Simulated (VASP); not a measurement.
ZnS:

```
CELL_PARAMETERS angstrom
0.00000 2.69409 2.69409
2.68331 0.00000 2.69409
2.68331 2.69409 0.00000
ATOMIC_POSITIONS crystal
Zn 0.00000 0.00000 0.00000
S 0.25000 0.25000 0.25000
```

This cell differs from its parent crystal: uniaxial x strain -0.4%.

Base run:

```yaml
Program: VASP 6.6.1
Functional: PBE
Potentials_or_basis: VASP PAW PBE potentials, release 64 (Zn, S)
Cutoff: 520 eV
k_mesh: 8 × 8 × 8
Occupations: fermi-dirac, width 0.02 eV
Spin: no spin polarisation
```

Its results: band gap on the k mesh 2.16 eV; pressure 2.8 GPa.

Task: The run is repeated on the same cell with these changes: functional from PBE to r2SCAN; occupations from fermi-dirac, width 0.02 eV to gaussian, width 0.01 eV. What comes out?

Result: Band gap on the k mesh 2.72 eV; pressure 0.4 GPa.

Caveats: the PAW data sets were made with another functional, which shifts forces and pressure a little (at least some runs).

